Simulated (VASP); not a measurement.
# Be (I4/mmm) in VASP: single point with LDA

Aim: the single point of Be with LDA.

All numbers are computed with VASP 6.6.1; they aren't measurements. Logs are shortened: lines on timing, memory, paths and dates and some standing lists are left out, and cuts for length are marked.

## (1) The cell of the first run

Symmetry: I4/mmm, No. 139, tetragonal system. Conventional cell: a = 4.184 Å, b = 4.184 Å, c = 8.706 Å, α = 90.00°, β = 90.00°, γ = 90.00°. Be (site symmetry 4/mmm) has 12 Be at 4.18 to 5.26 Å within 5.5 Å.

## (2) Single point, LDA

The input, INCAR:

```
ALGO = Normal
EDIFF = 1E-6
ENCUT = 520
ISIF = 2
ISMEAR = 1
LASPH = True
LCHARG = False
LREAL = False
LWAVE = False
NBANDS = 7
NELM = 80
PREC = Accurate
SIGMA = 0.1
```

The input, KPOINTS:

```
k-points
0
Gamma
  8 8 8
```

The input, POSCAR:

```
Be
1.0
   -2.0920000000      2.0920000000      4.3530460000
    2.0920000000     -2.0920000000      4.3530460000
    2.0920000000      2.0920000000     -4.3530460000
Be
1
Direct
    0.0000000000      0.0000000000      0.0000000000
```

Potentials or basis: VASP PAW LDA potentials, release 64 (Be).

Run with:

```bash
$ cat potpaw_LDA.64/Be/POTCAR > POTCAR
$ mpirun -np 1 vasp_std > vasp.out
```

OUTCAR:

```text
EDIFF = 1E-6
   ENCUT = 520
   ISIF = 2
   ISMEAR = 1
   LASPH = True
   LREAL = False
   NELM = 80
   PREC = Accurate

 ion  position               nearest neighbor table
   1  0.000  0.000  0.000-

  LATTYP: Found a body centered tetragonal cell.
 ALAT       =     4.1840000000
 C/A-ratio  =     2.0808059273

  Lattice vectors:

 A1 = (  -2.0920000000,   2.0920000000,   4.3530460000)
 A2 = (   2.0920000000,  -2.0920000000,   4.3530460000)
 A3 = (   2.0920000000,   2.0920000000,  -4.3530460000)

Analysis of symmetry for initial positions (statically):
=====================================================================
 Subroutine PRICEL returns:
 Original cell was already a primitive cell.

 Routine SETGRP: Setting up the symmetry group for a
 body centered tetragonal supercell.

 Subroutine GETGRP returns: Found 16 space group operations
 (whereof 16 operations were pure point group operations)
 out of a pool of 16 trial point group operations.

The static configuration has the point symmetry D_4h.

Analysis of symmetry for dynamics (positions and initial velocities):
=====================================================================
 Subroutine PRICEL returns:
 Original cell was already a primitive cell.

 Routine SETGRP: Setting up the symmetry group for a
 body centered tetragonal supercell.

 Subroutine GETGRP returns: Found 16 space group operations
 (whereof 16 operations were pure point group operations)
 out of a pool of 16 trial point group operations.

The dynamic configuration has the point symmetry D_4h.

 Subroutine INISYM returns: Found 16 space group operations
 (whereof 16 operations are pure point group operations),
 and found     1 'primitive' translations

----------------------------------------------------------------------------------------

                                     Primitive cell

  volume of cell :      76.2038

  direct lattice vectors                    reciprocal lattice vectors
    -2.092000000  2.092000000  4.353046000     0.000000000  0.239005736  0.114862099
     2.092000000 -2.092000000  4.353046000     0.239005736  0.000000000  0.114862099
     2.092000000  2.092000000 -4.353046000     0.239005736  0.239005736  0.000000000

  length of vectors
     5.263263007  5.263263007  5.263263007     0.265173610  0.265173610  0.338005154

  position of ions in fractional coordinates (direct lattice)
     0.000000000  0.000000000  0.000000000

  ion indices of the primitive-cell ions
   primitive index   ion index
                 1           1

----------------------------------------------------------------------------------------

 KPOINTS: k-points

Automatic generation of k-mesh.
 Grid dimensions read from file:
 generate k-points for:    8    8    8

 Generating k-lattice:

  Cartesian coordinates                     Fractional coordinates (reciprocal lattice)
     0.000000000  0.029875717  0.014357762     0.125000000  0.000000000  0.000000000
     0.029875717  0.000000000  0.014357762     0.000000000  0.125000000  0.000000000
     0.029875717  0.029875717  0.000000000     0.000000000  0.000000000  0.125000000

  Length of vectors
     0.033146701  0.033146701  0.042250644

  Shift w.r.t. Gamma in fractional coordinates (k-lattice)
     0.000000000  0.000000000  0.000000000

 Subroutine IBZKPT returns following result:
 ===========================================

 Found     59 irreducible k-points:

 Following reciprocal coordinates:
            Coordinates               Weight
  0.000000  0.000000  0.000000      1.000000
  0.125000  0.000000  0.000000      8.000000
  0.250000  0.000000  0.000000      8.000000
  0.375000  0.000000 -0.000000      8.000000
  0.500000  0.000000  0.000000      4.000000
  0.125000  0.125000  0.000000      8.000000
[... 16 lines left out ...]
  0.250000  0.125000  0.125000     16.000000
  0.375000  0.125000  0.125000      8.000000
 [... further k-points ...]
   k-points           NKPTS =     59   k-points in BZ     NKDIM =     59   number of bands    NBANDS=      7
   number of dos      NEDOS =    301   number of ions     NIONS =      1
   total plane-waves  NPLWV =  64000
   dimension x,y,z NGX =    40 NGY =   40 NGZ =   40
   dimension x,y,z NGXF=    80 NGYF=   80 NGZF=   80
   ions per type =               1
   NGX,Y,Z   is equivalent  to a cutoff of  12.63, 12.63, 12.63 a.u.
   NGXF,Y,Z  is equivalent  to a cutoff of  25.27, 25.27, 25.27 a.u.
 SYSTEM =  unknown system
   PREC   = accura    normal or accurate (medium, high low for compatibility)
   ISTART =      0    job   : 0-new  1-cont  2-samecut
   ICHARG =      2    charge: 1-file 2-atom 10-const
   ISPIN  =      1    spin polarized calculation?
   LNONCOLLINEAR =      F non collinear calculations
   LSORBIT =      F    spin-orbit coupling
   LASPH  =      T    aspherical Exc in radial PAW
   ENCUT  =  520.0 eV  38.22 Ry    6.18 a.u.   9.79  9.79  9.79*2*pi/ulx,y,z
   NELM   =     80;   NELMIN=  2; NELMDL= -5     # of ELM steps
   EDIFF  = 0.1E-05   stopping-criterion for ELM
   LREAL  =      F    real-space projection
   EDIFFG = 0.1E-04   stopping-criterion for IOM
   NSW    =      0    number of steps for IOM
   IBRION =     -1    ionic relax: 0-MD 1-quasi-New 2-CG
   NFREE  =      0    steps in history (QN), initial steepest desc. (CG)
   ISIF   =      2    stress and relaxation
   ISYM   =      2    0-nonsym 1-usesym 2-fastsym
   POTIM  = 0.5000    time-step for ionic-motion
   TEBEG  =    0.0;   TEEND  =   0.0 temperature during run
   PSTRESS=    0.0 pullay stress
   NELECT =       2.0000    total number of electrons
   NUPDOWN=      -1.0000    fix difference up-down
   EMIN   =  10.00;   EMAX   =-10.00  energy-range for DOS
   EFERMI =   0.00;   METHOD = LEGACY
   ISMEAR =     1;   SIGMA  =   0.10  broadening in eV -4-tet -1-fermi 0-gaus
   EFERMI_NEDOS =   21; number of points for ismear=-14 and -15
   IALGO  =     38    algorithm
   IMIX   =      4    mixing-type and parameters
     AMIX     =   0.40;   BMIX     =  1.00
     AMIX_MAG =   1.60;   BMIX_MAG =  1.00
  volume/ion in A,a.u.               =      76.20       514.25
  Fermi-wavevector in a.u.,A,eV,Ry     =   0.486511  0.919372  3.220403  0.236693
  Thomas-Fermi vector in A             =   1.487306
   LORBIT       =      0    0 simple, 1 ext, 2 COOP (PROOUT), +10 PAW based schemes
   GGA     = CA    functional components
   LHFCALC =     F    Hartree Fock is set to
   AEXX    =    0.0000 exact exchange contribution
   IVDW    =     0    specifies the selected vdW correction
   LEPSILON=     F    determine dielectric tensor
   LRPA    =     F    only Hartree local field effects (RPA)
 non-spin polarized calculation
 Methfessel and Paxton  Order N= 1 SIGMA  =   0.10
  energy-cutoff  :      520.00
  volume of cell :       76.20
 maximum number of plane-waves:      2072
   NGX = 19   NGY = 19   NGZ = 19

 number of electron       2.0000000 magnetization

 Free energy of the ion-electron system (eV)
  ---------------------------------------------------
  ext. energy  EPLUGINS =         0.00000000
  ---------------------------------------------------
  free energy    TOTEN  =        -0.20102123 eV

  energy without entropy =       -0.20111620  energy(sigma->0) =       -0.20105288

 E-fermi :  -3.0365     XC(G=0):  -4.6312

 val. band max:       -3.1184349952   @ k =   0.2500   0.2500   0.2500
 cond. band min:      -2.0694899390   @ k =   0.5000   0.5000   0.5000
 fundamental gap:      1.0489450562
 Fermi energy:        -3.0365428733

 k-point     1 :       0.0000    0.0000    0.0000
  band No.  band energies     occupation
      1      -5.3119      2.00000
      2       0.1855      0.00000
      3       1.0610      0.00000
      4       1.0610      0.00000
      5       3.2846      0.00000
      6       5.8161      0.00000
      7       6.1041      0.00000

 k-point     2 :       0.1250    0.0000    0.0000
  band No.  band energies     occupation
      1      -5.1894      2.00000
      2       0.0786      0.00000
      3       0.5875      0.00000
      4       1.0892      0.00000
      5       3.5293      0.00000
      6       5.6865      0.00000
      7       6.0789      0.00000

 k-point     3 :       0.2500    0.0000    0.0000
  band No.  band energies     occupation
      1      -4.8376      2.00000
      2      -0.5533      0.00000
      3       0.0388      0.00000
      4       1.1618      0.00000
      5       3.7005      0.00000
      6       5.0818      0.00000
      7       6.0872      0.00000

 k-point     4 :       0.3750    0.0000   -0.0000
  band No.  band energies     occupation
      1      -4.3344      2.00000
      2      -1.5375     -0.00000
      3      -0.1147      0.00000
      4       1.2418      0.00000
      5       3.2729      0.00000
      6       5.4680      0.00000
      7       6.3497      0.00000

 k-point     5 :       0.5000    0.0000    0.0000
  band No.  band energies     occupation
      1      -4.0124      2.00000
      2      -2.0401     -0.00000
      3      -0.1621      0.00000
      4       1.2774      0.00000
      5       3.0577      0.00000
      6       5.8004      0.00000
      7       6.4570      0.00000
[... 161 lines left out ...]
 k-point    22 :       0.1250    0.1250    0.1250
  band No.  band energies     occupation
      1      -4.4528      2.00000
      2      -0.3719      0.00000
      3      -0.1693      0.00000
      4       0.2157      0.00000
      5       3.9947      0.00000
      6       4.9197      0.00000
      7       5.0476      0.00000

 k-point    23 :       0.2500    0.1250    0.1250
  band No.  band energies     occupation
      1      -3.9717      2.00000
      2      -1.2132     -0.00000
      3      -0.1347      0.00000
      4       0.1373      0.00000
      5       3.7704      0.00000
      6       4.3733      0.00000
      7       5.2102      0.00000

 k-point    24 :       0.3750    0.1250    0.1250
  band No.  band energies     occupation
      1      -3.6700      2.00000
      2      -1.6816     -0.00000
      3       0.0019      0.00000
      4       0.0300      0.00000
      5       3.5694      0.00000
      6       4.1406      0.00000
      7       5.6330      0.00000

 [... further k-points ...]
[... 5 lines left out ...]
  --------------------------------------------------------------------------------------
  -------------------------------------------------------------------------------------
  Total       -0.5392192     -0.5392192     -0.2801858      0.0000000     -0.0000000      0.0000000
  in kB      -11.3370300    -11.3370300     -5.8908780      0.0000000     -0.0000000      0.0000000
  external PRESSURE =      -9.5216460 kB  Pullay stress =       0.0000000 kB

 VOLUME and BASIS-vectors are now :
 -----------------------------------------------------------------------------
  energy-cutoff  :      520.00
  volume of cell :       76.20
      direct lattice vectors                 reciprocal lattice vectors
    -2.092000000  2.092000000  4.353046000     0.000000000  0.239005736  0.114862099
     2.092000000 -2.092000000  4.353046000     0.239005736  0.000000000  0.114862099
     2.092000000  2.092000000 -4.353046000     0.239005736  0.239005736  0.000000000

 POSITION                                       TOTAL-FORCE (eV/Angst)
 -----------------------------------------------------------------------------------
      0.00000      0.00000      0.00000        -0.000000      0.000000      0.000000
 -----------------------------------------------------------------------------------
    total drift:                               -0.000000     -0.000000     -0.000000

  FREE ENERGIE OF THE ION-ELECTRON SYSTEM (eV)
  ---------------------------------------------------
  free  energy   TOTEN  =        -0.2010212259 eV

  energy  without entropy=       -0.2011161999  energy(sigma->0) =       -0.20105288
```

Wall time 25 s (1 thread of Intel Xeon 8259CL, shared host); peak memory 0.19 GiB.

Results:

```
Free energy            : -0.2010 eV
Pressure               : -1.0 GPa
Band gap on the k mesh : 1.05 eV (least direct gap 1.74 eV)
```

Stress tensor (GPa, compression positive):
```
-1.13  0.00  0.00
 0.00 -1.13  0.00
 0.00  0.00 -0.59
```

A k mesh can miss the band edges.
